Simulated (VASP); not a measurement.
Here is a VASP 6.6.1 calculation.

The input INCAR:

```
PREC     = Accurate       # precision mode
ENCUT    = 520            # plane-wave cutoff, eV
EDIFF    = 1E-6           # SCF threshold, eV
ISMEAR   = -1             # smearing method
SIGMA    = 0.05           # smearing width, eV
LREAL    = F              # projectors in reciprocal space
LASPH    = T              # aspherical terms in the spheres
NELM     = 60             # most SCF steps
ALGO     = Normal         # electronic algorithm
ISIF     = 2              # what is computed and relaxed
LWAVE    = F              # write WAVECAR
LCHARG   = F              # write CHGCAR
GGA      = PE             # functional
NBANDS   = 27             # bands
```

Contents of KPOINTS:

```
Automatic mesh
0
Gamma
  9 9 2
```

File POSCAR:

```
InO
1.0
    3.4069376227      0.0000000000      0.0000000000
   -1.7034688114      2.9504945304      0.0000000000
    0.0000000000      0.0000000000     15.6625182901
In O
2 2
Direct
    0.6666666667      0.3333333333      0.4099790000
    0.6666666667      0.3333333333      0.5900210000
    0.0000000000      0.0000000000      0.3601330000
    0.0000000000      0.0000000000      0.6398670000
```

Potentials or basis: VASP PAW PBE potentials, release 64 (In_d, O).

The run is started by

```bash
$ cat potpaw_PBE.64/In_d/POTCAR potpaw_PBE.64/O/POTCAR > POTCAR
$ mpirun -np 1 vasp_std > vasp.out
```

Task: What does it give for the band gap on the k mesh?

Result: 0.40 eV, indirect (least direct gap 1.22 eV).

Task: What does it give for the largest force?

Result: 0.338 eV/Å.

Forces in eV/Å, atoms in the order of the input:
```
In   0.000  0.000  0.154
In   0.000  0.000 -0.154
O    0.000  0.000 -0.338
O    0.000  0.000  0.338
```

Caveat: spin-orbit coupling is left out, which moves the levels of the heavy elements.
